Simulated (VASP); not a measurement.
# NaLi3S2 in VASP: single point with PBE+D3(BJ)

Aim: the single point of NaLi3S2 with PBE+D3(BJ).

Program: VASP 6.6.1. These are calculated values, not measurements. Logs are shortened: lines on timing, memory, paths and dates and some standing lists are left out, and cuts for length are marked.

### 1 The cell of the first run

The cell holds a disordered packing, 24 atoms: a = 7.431 Å, b = 7.651 Å, c = 7.356 Å, α = 89.30°, β = 88.71°, γ = 88.82°.

### 2 Single point, PBE+D3(BJ)

Contents of INCAR:

```
  ALGO = Normal
  EDIFF = 1E-6
  ENCUT = 520
  GGA = PE
  ISIF = 2
  ISMEAR = -1
  IVDW = 12
  LASPH = T
  LCHARG = F
  LREAL = Auto
  LWAVE = F
  NBANDS = 74
  NELM = 60
  PREC = Accurate
  SIGMA = 0.1551
```

Contents of KPOINTS:

```
k-points
0
Gamma
  3 3 3
```

Contents of POSCAR:

```
NaLi3S2
1.0
    7.4298500000      0.0771240000      0.0832730000
    0.0771240000      7.6507920000      0.0452550000
    0.0832730000      0.0452550000      7.3555290000
Li S Na
12 8 4
Direct
    0.9708152586      0.0336356555      0.3819571002
    0.2283088307      0.7448362610      0.4509068417
    0.5275576010      0.0015178759      0.0609476906
    0.7156172809      0.6814599578      0.4303850367
    0.8984098464      0.3643951123      0.8687723417
    0.2573400534      0.0678346792      0.7095560178
    0.3109242218      0.4328843463      0.6691570752
    0.2412135707      0.4435897026      0.3062934198
    0.6432334095      0.9763536124      0.4728797246
    0.0035174547      0.3243229823      0.4374724067
    0.6394664225      0.2255812790      0.7506927681
    0.1501717431      0.1086680406      0.0506409264
    0.0029551922      0.5338795705      0.6038646400
    0.3512138659      0.8278556152      0.1712189643
    0.5439307651      0.8043952494      0.6548433916
    0.9831121824      0.0791290094      0.6882593926
    0.9976245550      0.3787584168      0.1472191796
    0.4117075192      0.3160904063      0.9547879264
    0.8089760818      0.9223156232      0.1438177350
    0.5810407917      0.3704910705      0.4676254033
    0.8682233545      0.7997752845      0.7810754940
    0.1662369784      0.6443349477      0.9496178920
    0.5596050919      0.6921470650      0.9602414462
    0.6877613245      0.2576159885      0.1410820920
```

Potentials or basis: VASP PAW PBE potentials, release 64 (Li_sv, S, Na_pv).

Launch:

```
cat potpaw_PBE.64/Li_sv/POTCAR potpaw_PBE.64/S/POTCAR potpaw_PBE.64/Na_pv/POTCAR > POTCAR
mpirun -np 1 vasp_std > vasp.out
```

OUTCAR:

```text
EDIFF = 1E-6
   ENCUT = 520
   GGA = PE
   ISIF = 2
   ISMEAR = -1
   IVDW = 12
   LASPH = T
   LREAL = Auto
   NELM = 60
   PREC = Accurate
 IVDW          = 12

 ion  position               nearest neighbor table
   1  0.971  0.034  0.382-  10 2.29  16 2.29  19 2.33   9 2.55
   2  0.228  0.745  0.451-  14 2.32   8 2.55  13 2.58
   3  0.528  0.002  0.061-  14 2.03  19 2.26  24 2.40  23 2.49  18 2.65
   4  0.716  0.681  0.430-  15 2.27   9 2.33  20 2.61
   5  0.898  0.364  0.869-  17 2.20  11 2.40  13 2.45  16 2.63  24 2.65
   6  0.257  0.068  0.710-  16 2.05
   7  0.311  0.433  0.669-  18 2.40  13 2.46  20 2.51
   8  0.241  0.444  0.306-  10 2.20  17 2.24   2 2.55
   9  0.643  0.976  0.473-  15 2.00   4 2.33   1 2.55
  10  0.004  0.324  0.437-  13 2.03  17 2.17   8 2.20   1 2.29  16 2.62
  11  0.639  0.226  0.751-  18 2.34  20 2.39   5 2.40
  12  0.150  0.109  0.051-  17 2.44  18 2.61
  13  0.003  0.534  0.604-  10 2.03   5 2.45   7 2.46   2 2.58  21 2.60
  14  0.351  0.828  0.171-   3 2.03   2 2.32  23 2.40  22 2.60
  15  0.544  0.804  0.655-   9 2.00   4 2.27  23 2.40  21 2.60
  16  0.983  0.079  0.688-   6 2.05   1 2.29  21 2.40  10 2.62   5 2.63
  17  0.998  0.379  0.147-  10 2.17   5 2.20   8 2.24  12 2.44  24 2.50  22 2.79
  18  0.412  0.316  0.955-  11 2.34   7 2.40  24 2.52  12 2.61   3 2.65
  19  0.809  0.922  0.144-   3 2.26   1 2.33  24 2.70
  20  0.581  0.370  0.468-  11 2.39   7 2.51   4 2.61  24 2.66
  21  0.868  0.800  0.781-  16 2.40  13 2.60  15 2.60  23 2.75
  22  0.166  0.644  0.950-  14 2.60  17 2.79
  23  0.560  0.692  0.960-  14 2.40  15 2.40   3 2.49  21 2.75
  24  0.688  0.258  0.141-   3 2.40  17 2.50  18 2.52   5 2.65  20 2.66  19 2.70

  LATTYP: Found a triclinic cell.
 ALAT       =     7.3561395635
 B/A-ratio  =     1.4340591366
 C/A-ratio  =     1.0101381068
 COS(alpha) =     0.0008657632
 COS(beta)  =     0.0225883956
 COS(gamma) =     0.6884872266

  Lattice vectors:

 A1 = (   0.0832730000,   0.0452550000,   7.3555290000)
 A2 = (   0.0061490000,  -7.6055370000,   7.3102740000)
 A3 = (   7.4298500000,   0.0771240000,   0.0832730000)

Analysis of symmetry for initial positions (statically):
=====================================================================
 Subroutine PRICEL returns:
 Original cell was already a primitive cell.

 Routine SETGRP: Setting up the symmetry group for a
 triclinic supercell.

 Subroutine GETGRP returns: Found  1 space group operations
 (whereof  1 operations were pure point group operations)
 out of a pool of  2 trial point group operations.

The static configuration has the point symmetry C_1 .

Analysis of symmetry for dynamics (positions and initial velocities):
=====================================================================
 Subroutine PRICEL returns:
 Original cell was already a primitive cell.

 Routine SETGRP: Setting up the symmetry group for a
 triclinic supercell.

 Subroutine GETGRP returns: Found  1 space group operations
 (whereof  1 operations were pure point group operations)
 out of a pool of  2 trial point group operations.

The dynamic configuration has the point symmetry C_1 .

 Subroutine INISYM returns: Found  1 space group operations
 (whereof  1 operations are pure point group operations),
 and found     1 'primitive' translations

----------------------------------------------------------------------------------------

                                     Primitive cell

  volume of cell :     418.0080

  direct lattice vectors                    reciprocal lattice vectors
     7.429850000  0.077124000  0.083273000     0.134623202 -0.001348107 -0.001515794
     0.077124000  7.650792000  0.045255000    -0.001348107  0.130723679 -0.000789017
     0.083273000  0.045255000  7.355529000    -0.001515794 -0.000789017  0.135974167

  length of vectors
     7.430716892  7.651314551  7.356139563     0.134638484  0.130733011  0.135984905

  position of ions in fractional coordinates (direct lattice)
     0.970815259  0.033635655  0.381957100
     0.228308831  0.744836261  0.450906842
     0.527557601  0.001517876  0.060947691
     0.715617281  0.681459958  0.430385037
     0.898409846  0.364395112  0.868772342
     0.257340053  0.067834679  0.709556018
[... 16 lines left out ...]
     0.559605092  0.692147065  0.960241446
     0.687761325  0.257615988  0.141082092

  ion indices of the primitive-cell ions
   primitive index   ion index
                 1           1
                 2           2
                 3           3
                 4           4
                 5           5
                 6           6
[... 16 lines left out ...]
                23          23
                24          24

----------------------------------------------------------------------------------------

 KPOINTS: k-points

Automatic generation of k-mesh.
 Grid dimensions read from file:
 generate k-points for:    3    3    3

 Generating k-lattice:

  Cartesian coordinates                     Fractional coordinates (reciprocal lattice)
     0.044874401 -0.000449369 -0.000505265     0.333333333  0.000000000  0.000000000
    -0.000449369  0.043574560 -0.000263006     0.000000000  0.333333333  0.000000000
    -0.000505265 -0.000263006  0.045324722     0.000000000  0.000000000  0.333333333

  Length of vectors
     0.044879495  0.043577670  0.045328302

  Shift w.r.t. Gamma in fractional coordinates (k-lattice)
     0.000000000  0.000000000  0.000000000

 Subroutine IBZKPT returns following result:
 ===========================================

 Found     14 irreducible k-points:

 Following reciprocal coordinates:
            Coordinates               Weight
  0.000000  0.000000  0.000000      1.000000
  0.333333  0.000000 -0.000000      2.000000
  0.000000  0.333333 -0.000000      2.000000
  0.333333  0.333333  0.000000      2.000000
 -0.333333  0.333333 -0.000000      2.000000
 -0.000000  0.000000  0.333333      2.000000
  0.333333  0.000000  0.333333      2.000000
 -0.333333 -0.000000  0.333333      2.000000
 -0.000000  0.333333  0.333333      2.000000
  0.333333  0.333333  0.333333      2.000000
 -0.333333  0.333333  0.333333      2.000000
 -0.000000 -0.333333  0.333333      2.000000
  0.333333 -0.333333  0.333333      2.000000
 -0.333333 -0.333333  0.333333      2.000000
   k-points           NKPTS =     14   k-points in BZ     NKDIM =     14   number of bands    NBANDS=     74
   number of dos      NEDOS =    301   number of ions     NIONS =     24
   total plane-waves  NPLWV = 188160
   dimension x,y,z NGX =    56 NGY =   60 NGZ =   56
   dimension x,y,z NGXF=   112 NGYF=  120 NGZF=  112
   ions per type =              12   8   4
   NGX,Y,Z   is equivalent  to a cutoff of  12.53, 13.04, 12.66 a.u.
   NGXF,Y,Z  is equivalent  to a cutoff of  25.06, 26.07, 25.31 a.u.
 SYSTEM =  unknown system
   PREC   = accura    normal or accurate (medium, high low for compatibility)
   ISTART =      0    job   : 0-new  1-cont  2-samecut
   ICHARG =      2    charge: 1-file 2-atom 10-const
   ISPIN  =      1    spin polarized calculation?
   LNONCOLLINEAR =      F non collinear calculations
   LSORBIT =      F    spin-orbit coupling
   LASPH  =      T    aspherical Exc in radial PAW
   ENCUT  =  520.0 eV  38.22 Ry    6.18 a.u.  13.82 14.23 13.68*2*pi/ulx,y,z
   NELM   =     60;   NELMIN=  2; NELMDL= -5     # of ELM steps
   EDIFF  = 0.1E-05   stopping-criterion for ELM
   LREAL  =      T    real-space projection
   EDIFFG = 0.1E-04   stopping-criterion for IOM
   NSW    =      0    number of steps for IOM
   IBRION =     -1    ionic relax: 0-MD 1-quasi-New 2-CG
   NFREE  =      0    steps in history (QN), initial steepest desc. (CG)
   ISIF   =      2    stress and relaxation
   ISYM   =      2    0-nonsym 1-usesym 2-fastsym
   POTIM  = 0.5000    time-step for ionic-motion
   TEBEG  =    0.0;   TEEND  =   0.0 temperature during run
   PSTRESS=    0.0 pullay stress
   NELECT =     112.0000    total number of electrons
   NUPDOWN=      -1.0000    fix difference up-down
   EMIN   =  10.00;   EMAX   =-10.00  energy-range for DOS
   EFERMI =   0.00;   METHOD = LEGACY
   ISMEAR =    -1;   SIGMA  =   0.16  broadening in eV -4-tet -1-fermi 0-gaus
   EFERMI_NEDOS =   21; number of points for ismear=-14 and -15
   IALGO  =     38    algorithm
   IMIX   =      4    mixing-type and parameters
     AMIX     =   0.40;   BMIX     =  1.00
     AMIX_MAG =   1.60;   BMIX_MAG =  1.00
  volume/ion in A,a.u.               =      17.42       117.54
  Fermi-wavevector in a.u.,A,eV,Ry     =   1.055405  1.994427 15.155265  1.113881
  Thomas-Fermi vector in A             =   2.190602
   LORBIT       =      0    0 simple, 1 ext, 2 COOP (PROOUT), +10 PAW based schemes
   GGA     = PE    functional components
   LHFCALC =     F    Hartree Fock is set to
   AEXX    =    0.0000 exact exchange contribution
   IVDW    =    12    specifies the selected vdW correction
   LEPSILON=     F    determine dielectric tensor
   LRPA    =     F    only Hartree local field effects (RPA)
 non-spin polarized calculation
  energy-cutoff  :      520.00
  volume of cell :      418.01
 maximum number of plane-waves:     11264
   NGX = 27   NGY = 29   NGZ = 27

 number of electron     111.9999996 magnetization

 Free energy of the ion-electron system (eV)
  ---------------------------------------------------
  ext. energy  EPLUGINS =         0.00000000
  ---------------------------------------------------
  free energy    TOTEN  =       -81.80193221 eV

  energy without entropy =      -81.79983362  energy(sigma->0) =      -81.80088292

 E-fermi :   3.0071     XC(G=0):  -8.3004

 val. band max:        1.9124844387   @ k =   0.0000   0.0000   0.0000
 cond. band min:       3.8288169965   @ k =   0.0000   0.0000   0.0000
 fundamental gap:      1.9163325579
 Fermi energy:         3.0070775731

 k-point     1 :       0.0000    0.0000    0.0000
  band No.  band energies     occupation
      1     -44.0604      2.00000
      2     -44.0253      2.00000
      3     -44.0121      2.00000
      4     -43.9912      2.00000
      5     -43.9042      2.00000
      6     -43.5655      2.00000
[... 60 lines left out ...]
     67       6.8139      0.00000
     68       6.9465      0.00000
[... 921 lines left out ...]
     67       6.9791      0.00000
     68       7.1083      0.00000
 [bands above 68 left out]

------------------------ aborting loop because EDIFF is reached ----------------------------------------

 Edisp (eV)   -6.08527

 E8    (eV) :    -2.4877

  FORCE on cell =-STRESS in cart. coord.  units (eV):
  Direction    XX          YY          ZZ          XY          YZ          ZX
  --------------------------------------------------------------------------------------
  -------------------------------------------------------------------------------------
  Total       5.16499     6.60769     5.20365     7.03276     1.75890    -2.38739
  in kB      19.79681    25.32651    19.94501    26.95576     6.74167    -9.15061
  external pressure =       21.69 kB  Pullay stress =        0.00 kB

 VOLUME and BASIS-vectors are now :
 -----------------------------------------------------------------------------
  energy-cutoff  :      520.00
  volume of cell :      418.01
      direct lattice vectors                 reciprocal lattice vectors
     7.429850000  0.077124000  0.083273000     0.134623202 -0.001348107 -0.001515794
     0.077124000  7.650792000  0.045255000    -0.001348107  0.130723679 -0.000789017
     0.083273000  0.045255000  7.355529000    -0.001515794 -0.000789017  0.135974167

 POSITION                                       TOTAL-FORCE (eV/Angst)
 -----------------------------------------------------------------------------------
      7.24741      0.34950      2.89186         0.101524     -0.548417     -0.686059
      1.79129      5.73660      3.36938         0.291647      0.210065      0.355312
      3.92487      0.05506      0.49230         0.224866      1.039123     -0.593546
      5.40533      5.28838      3.25614         0.167313     -1.254156     -0.589629
      6.77550      2.89652      6.48158         0.876460     -0.023287     -0.930483
      1.97632      0.57095      5.24366         2.192155     -0.105665      0.056019
[... 16 lines left out ...]
      4.29113      5.38209      7.14101         0.705486     -1.624784      0.667161
      5.14158      2.03039      1.10666        -0.107657      0.289303      1.179617
 -----------------------------------------------------------------------------------
    total drift:                                0.002088     -0.008841      0.002230

  FREE ENERGIE OF THE ION-ELECTRON SYSTEM (eV)
  ---------------------------------------------------
  free  energy   TOTEN  =       -87.8872064959 eV

  energy  without entropy=      -87.8851079002  energy(sigma->0) =      -87.88615720
```

Wall time 7.6 min (1 thread of Intel Xeon 6975P-C (Granite Rapids), shared host); peak memory 0.58 GiB.

What came out:

```yaml
Free_energy: -87.8872 eV
Largest_force: 3.018 eV/Å
Band_gap_on_the_k_mesh: 1.92 eV
Dispersion_energy_per_atom: -0.254 eV
```

Forces on the atoms (eV/Å):
```
Li   0.102 -0.548 -0.686
Li   0.292  0.210  0.355
Li   0.225  1.039 -0.594
Li   0.167 -1.254 -0.590
Li   0.876 -0.023 -0.930
Li   2.192 -0.106  0.056
Li   0.672 -0.072 -0.005
Li   1.435  0.181 -0.619
Li   0.072  1.997 -1.588
Li  -1.319 -0.969  0.405
Li  -0.428 -0.259 -1.009
Li  -0.093 -0.023  0.130
S    1.314  1.917  0.996
S   -2.564 -0.088  1.590
S   -1.967  0.038  0.519
S   -0.946  1.299 -0.688
S    0.335  0.026 -0.176
S   -0.051 -0.515 -0.628
S    0.466 -0.408  0.699
S   -1.009 -0.603  0.221
Na  -0.234 -0.300  0.495
Na  -0.134 -0.203  0.198
Na   0.705 -1.625  0.667
Na  -0.108  0.289  1.180
```

Caveat: the cutoff is under 1.25 times the usual one of these potentials, so pressure, stress and relaxed cells hold a basis-set (Pulay) error; the atoms stand as in a frame of molecular dynamics.
